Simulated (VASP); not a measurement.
# Zn (P6_3/mmc) in VASP: further runs

Runs on Zn. Level: PBE. Tasks: single point, relaxation of cell and atoms.

All numbers are computed with VASP 6.6.1; they aren't measurements. Logs are shortened: lines on timing, memory, paths and dates and some standing lists are left out, and cuts for length are marked.

## (1) The cell of the first run

It takes space group P6_3/mmc (No. 194, hexagonal). Conventional cell: a = 2.635 Å, b = 2.635 Å, c = 5.092 Å, α = 90.00°, β = 90.00°, γ = 120.00°. Zn (site symmetry -6m2) has 12 Zn at 2.64 to 2.97 Å within 3.5 Å.

## (2) Single point, PBE

INCAR

```
PREC     = Accurate       # precision mode
ENCUT    = 520            # plane-wave cutoff, eV
EDIFF    = 1E-6           # SCF threshold, eV
ISMEAR   = 0              # smearing method
SIGMA    = 0.1            # smearing width, eV
LREAL    = False          # projectors in reciprocal space
LASPH    = True           # aspherical terms in the spheres
NELM     = 80             # most SCF steps
ALGO     = Fast           # electronic algorithm
ISIF     = 2              # what is computed and relaxed
LWAVE    = False          # write WAVECAR
LCHARG   = False          # write CHGCAR
GGA      = PE             # functional
NBANDS   = 19             # bands
```

KPOINTS

```
regular mesh
0
Gamma
  18 18 10
```

POSCAR

```
Zn
1.0
    2.6354131815      0.0000000000      0.0000000000
   -1.3177065908      2.2823347646      0.0000000000
    0.0000000000      0.0000000000      5.0918473801
Zn
2
Direct
    0.3333333333      0.6666666667      0.2500000000
    0.6666666667      0.3333333333      0.7500000000
```

Potentials or basis: VASP PAW PBE potentials, release 64 (Zn).

Launch:

```bash
> cat potpaw_PBE.64/Zn/POTCAR > POTCAR
> mpirun -np 1 vasp_std > vasp.out
```

OUTCAR:

```text
PREC = Accurate
   ENCUT = 520
   EDIFF = 1E-6
   ISMEAR = 0
   LREAL = False
   LASPH = True
   NELM = 80
   ISIF = 2
   GGA = PE

 ion  position               nearest neighbor table
   1  0.333  0.667  0.250-   2 2.97   2 2.97   2 2.97   2 2.97   2 2.97   2 2.97
   2  0.667  0.333  0.750-   1 2.97   1 2.97   1 2.97   1 2.97   1 2.97   1 2.97

  LATTYP: Found a hexagonal cell.
 ALAT       =     2.6354131815
 C/A-ratio  =     1.9320869364

  Lattice vectors:

 A1 = (   2.6354131815,   0.0000000000,   0.0000000000)
 A2 = (  -1.3177065908,   2.2823347646,   0.0000000000)
 A3 = (   0.0000000000,   0.0000000000,   5.0918473801)

Analysis of symmetry for initial positions (statically):
=====================================================================
 Subroutine PRICEL returns:
 Original cell was already a primitive cell.

 Routine SETGRP: Setting up the symmetry group for a
 hexagonal supercell.

 Subroutine GETGRP returns: Found 24 space group operations
 (whereof 12 operations were pure point group operations)
 out of a pool of 24 trial point group operations.

The static configuration has the point symmetry D_3d.
 The point group associated with its full space group is D_6h.

Analysis of symmetry for dynamics (positions and initial velocities):
=====================================================================
 Subroutine PRICEL returns:
 Original cell was already a primitive cell.

 Routine SETGRP: Setting up the symmetry group for a
 hexagonal supercell.

 Subroutine GETGRP returns: Found 24 space group operations
 (whereof 12 operations were pure point group operations)
 out of a pool of 24 trial point group operations.

The dynamic configuration has the point symmetry D_3d.
 The point group associated with its full space group is D_6h.

 Subroutine INISYM returns: Found 24 space group operations
 (whereof 12 operations are pure point group operations),
 and found     1 'primitive' translations

----------------------------------------------------------------------------------------

                                     Primitive cell

  volume of cell :      30.6269

  direct lattice vectors                    reciprocal lattice vectors
     2.635413182  0.000000000  0.000000000     0.379447142  0.219073910  0.000000000
    -1.317706591  2.282334765  0.000000000     0.000000000  0.438147819  0.000000000
     0.000000000  0.000000000  5.091847380     0.000000000  0.000000000  0.196392375

  length of vectors
     2.635413182  2.635413181  5.091847380     0.438147819  0.438147819  0.196392375

  position of ions in fractional coordinates (direct lattice)
     0.333333333  0.666666667  0.250000000
     0.666666667  0.333333333  0.750000000

  ion indices of the primitive-cell ions
   primitive index   ion index
                 1           1
                 2           2

----------------------------------------------------------------------------------------

 KPOINTS: regular mesh

Automatic generation of k-mesh.
 Grid dimensions read from file:
 generate k-points for:   18   18   10

 Generating k-lattice:

  Cartesian coordinates                     Fractional coordinates (reciprocal lattice)
     0.021080397  0.012170773  0.000000000     0.055555556 -0.000000000  0.000000000
     0.000000000  0.024341546  0.000000000     0.000000000  0.055555556  0.000000000
     0.000000000  0.000000000  0.019639237     0.000000000  0.000000000  0.100000000

  Length of vectors
     0.024341546  0.024341546  0.019639237

  Shift w.r.t. Gamma in fractional coordinates (k-lattice)
     0.000000000  0.000000000  0.000000000

 Subroutine IBZKPT returns following result:
 ===========================================

 Found    222 irreducible k-points:

 Following reciprocal coordinates:
            Coordinates               Weight
  0.000000  0.000000  0.000000      1.000000
  0.055556  0.000000  0.000000      6.000000
  0.111111  0.000000  0.000000      6.000000
  0.166667  0.000000  0.000000      6.000000
  0.222222 -0.000000  0.000000      6.000000
  0.277778  0.000000  0.000000      6.000000
[... 16 lines left out ...]
  0.333333  0.111111  0.000000     12.000000
  0.388889  0.111111  0.000000     12.000000
 [... further k-points ...]
   k-points           NKPTS =    222   k-points in BZ     NKDIM =    222   number of bands    NBANDS=     19
   number of dos      NEDOS =    301   number of ions     NIONS =      2
   total plane-waves  NPLWV =  16000
   dimension x,y,z NGX =    20 NGY =   20 NGZ =   40
   dimension x,y,z NGXF=    40 NGYF=   40 NGZF=   80
   ions per type =               2
   NGX,Y,Z   is equivalent  to a cutoff of  12.62, 12.62, 13.06 a.u.
   NGXF,Y,Z  is equivalent  to a cutoff of  25.23, 25.23, 26.12 a.u.
 SYSTEM =  unknown system
   PREC   = accura    normal or accurate (medium, high low for compatibility)
   ISTART =      0    job   : 0-new  1-cont  2-samecut
   ICHARG =      2    charge: 1-file 2-atom 10-const
   ISPIN  =      1    spin polarized calculation?
   LNONCOLLINEAR =      F non collinear calculations
   LSORBIT =      F    spin-orbit coupling
   LASPH  =      T    aspherical Exc in radial PAW
   ENCUT  =  520.0 eV  38.22 Ry    6.18 a.u.   4.90  4.90  9.47*2*pi/ulx,y,z
   NELM   =     80;   NELMIN=  2; NELMDL= -5     # of ELM steps
   EDIFF  = 0.1E-05   stopping-criterion for ELM
   LREAL  =      F    real-space projection
   EDIFFG = 0.1E-04   stopping-criterion for IOM
   NSW    =      0    number of steps for IOM
   IBRION =     -1    ionic relax: 0-MD 1-quasi-New 2-CG
   NFREE  =      0    steps in history (QN), initial steepest desc. (CG)
   ISIF   =      2    stress and relaxation
   ISYM   =      2    0-nonsym 1-usesym 2-fastsym
   POTIM  = 0.5000    time-step for ionic-motion
   TEBEG  =    0.0;   TEEND  =   0.0 temperature during run
   PSTRESS=    0.0 pullay stress
   NELECT =      24.0000    total number of electrons
   NUPDOWN=      -1.0000    fix difference up-down
   EMIN   =  10.00;   EMAX   =-10.00  energy-range for DOS
   EFERMI =   0.00;   METHOD = LEGACY
   ISMEAR =     0;   SIGMA  =   0.10  broadening in eV -4-tet -1-fermi 0-gaus
   EFERMI_NEDOS =   21; number of points for ismear=-14 and -15
   IALGO  =     68    algorithm
   IMIX   =      4    mixing-type and parameters
     AMIX     =   0.40;   BMIX     =  1.00
     AMIX_MAG =   1.60;   BMIX_MAG =  1.00
  volume/ion in A,a.u.               =      15.31       103.34
  Fermi-wavevector in a.u.,A,eV,Ry     =   1.509306  2.852176 30.994153  2.278006
  Thomas-Fermi vector in A             =   2.619646
   LORBIT       =      0    0 simple, 1 ext, 2 COOP (PROOUT), +10 PAW based schemes
   GGA     = PE    functional components
   LHFCALC =     F    Hartree Fock is set to
   AEXX    =    0.0000 exact exchange contribution
   IVDW    =     0    specifies the selected vdW correction
   LEPSILON=     F    determine dielectric tensor
   LRPA    =     F    only Hartree local field effects (RPA)
 non-spin polarized calculation
 RMM-DIIS sequential band-by-band and
 Gauss-broadening in eV      SIGMA  =   0.10
  energy-cutoff  :      520.00
  volume of cell :       30.63
 maximum number of plane-waves:       849
 NGX is ok and might be reduce to    20
   NGX =  9   NGY =  9   NGZ = 19

 number of electron      24.0000003 magnetization

 Free energy of the ion-electron system (eV)
  ---------------------------------------------------
  ext. energy  EPLUGINS =         0.00000000
  ---------------------------------------------------
  free energy    TOTEN  =        -2.22327042 eV

  energy without entropy =       -2.22170460  energy(sigma->0) =       -2.22248751

 E-fermi :   3.0225     XC(G=0): -11.5054

 val. band max:        2.9959928904   @ k =   0.2778   0.1667   0.0000
 cond. band min:       3.0480675248   @ k =   0.2778   0.2778   0.3000
 fundamental gap:      0.0520746345
 Fermi energy:         3.0224511943

 k-point     1 :       0.0000    0.0000    0.0000
  band No.  band energies     occupation
      1      -7.3011      2.00000
      2      -5.6152      2.00000
      3      -4.9046      2.00000
      4      -4.6335      2.00000
      5      -4.6335      2.00000
      6      -4.5932      2.00000
[... 11 lines left out ...]
     18      22.7605      0.00000
     19      22.7856      0.00000

 k-point     2 :       0.0556    0.0000    0.0000
  band No.  band energies     occupation
      1      -7.2069      2.00000
      2      -5.5710      2.00000
      3      -4.8930      2.00000
      4      -4.6446      2.00000
      5      -4.6108      2.00000
      6      -4.6043      2.00000
[... 11 lines left out ...]
     18      21.7287      0.00000
     19      23.6291      0.00000

 k-point     3 :       0.1111    0.0000    0.0000
  band No.  band energies     occupation
      1      -6.9279      2.00000
      2      -5.4501      2.00000
      3      -4.8634      2.00000
      4      -4.6718      2.00000
      5      -4.6282      2.00000
      6      -4.5452      2.00000
[... 11 lines left out ...]
     18      20.8744      0.00000
     19      22.1854      0.00000

 k-point     4 :       0.1667    0.0000    0.0000
  band No.  band energies     occupation
      1      -6.4798      2.00000
      2      -5.2936      2.00000
      3      -4.8322      2.00000
      4      -4.7036      2.00000
      5      -4.6191      2.00000
      6      -4.4772      2.00000
[... 11 lines left out ...]
     18      19.7315      0.00000
     19      20.5095      0.00000

 k-point     5 :       0.2222   -0.0000    0.0000
  band No.  band energies     occupation
      1      -5.9198      2.00000
      2      -5.1860      2.00000
      3      -4.7880      2.00000
      4      -4.7020      2.00000
      5      -4.6589      2.00000
      6      -4.5093      2.00000
[... 11 lines left out ...]
     18      18.5078      0.00000
     19      19.1548      0.00000
[... 334 lines left out ...]
      2      -5.0741      2.00000
      3      -4.8319      2.00000
      4      -4.7354      2.00000
      5      -4.6858      2.00000
      6      -4.5286      2.00000
[... 11 lines left out ...]
     18      17.4511      0.00000
     19      18.3193      0.00000

 k-point    22 :       0.2778    0.1111    0.0000
  band No.  band energies     occupation
      1      -5.1792      2.00000
      2      -5.1121      2.00000
      3      -4.9397      2.00000
      4      -4.6097      2.00000
      5      -4.5843      2.00000
      6      -4.5006      2.00000
[... 11 lines left out ...]
     18      16.8071      0.00000
     19      18.1320      0.00000

 k-point    23 :       0.3333    0.1111    0.0000
  band No.  band energies     occupation
      1      -5.2315      2.00000
      2      -5.1504      2.00000
      3      -5.0163      2.00000
      4      -4.6271      2.00000
      5      -4.5248      2.00000
      6      -4.4393      2.00000
[... 11 lines left out ...]
     18      16.3230      0.00000
     19      17.8004      0.00000

 k-point    24 :       0.3889    0.1111    0.0000
  band No.  band energies     occupation
      1      -5.2736      2.00000
      2      -5.1831      2.00000
      3      -5.0615      2.00000
      4      -4.6539      2.00000
      5      -4.4717      2.00000
      6      -4.4708      2.00000
[... 11 lines left out ...]
     18      16.0231      0.00000
     19      17.5739      0.00000

 [... further k-points ...]
[... 5 lines left out ...]
  --------------------------------------------------------------------------------------
  -------------------------------------------------------------------------------------
  Total        0.1583022      0.1583022      0.1145650     -0.0000000      0.0000000      0.0000000
  in kB        8.2812149      8.2812149      5.9932068     -0.0000000      0.0000000      0.0000000
  external PRESSURE =       7.5185455 kB  Pullay stress =       0.0000000 kB

 VOLUME and BASIS-vectors are now :
 -----------------------------------------------------------------------------
  energy-cutoff  :      520.00
  volume of cell :       30.63
      direct lattice vectors                 reciprocal lattice vectors
     2.635413182  0.000000000  0.000000000     0.379447142  0.219073910  0.000000000
    -1.317706591  2.282334765  0.000000000     0.000000000  0.438147819  0.000000000
     0.000000000  0.000000000  5.091847380     0.000000000  0.000000000  0.196392375

 POSITION                                       TOTAL-FORCE (eV/Angst)
 -----------------------------------------------------------------------------------
     -0.00000      1.52156      1.27296        -0.000000      0.000000     -0.000000
      1.31771      0.76078      3.81889         0.000000     -0.000000      0.000000
 -----------------------------------------------------------------------------------
    total drift:                               -0.000000      0.000000      0.000000

  FREE ENERGIE OF THE ION-ELECTRON SYSTEM (eV)
  ---------------------------------------------------
  free  energy   TOTEN  =        -2.2232704192 eV

  energy  without entropy=       -2.2217045985  energy(sigma->0) =       -2.22248751
```

Run time: 59 s. Hardware: 1 thread of Intel Xeon Platinum 8488C (Sapphire Rapids), shared host; peak memory 0.21 GiB.

What came out:

* Free energy: -2.2233 eV
* Pressure: 0.8 GPa
* Band gap on the k mesh: zero (band 12 reaches 4.82 eV, above the bottom of band 13 at -0.43 eV)

Stress tensor (GPa, compression positive):
```
0.83 0.00 0.00
0.00 0.83 0.00
0.00 0.00 0.60
```

(Part 1 of 2 ends here.)
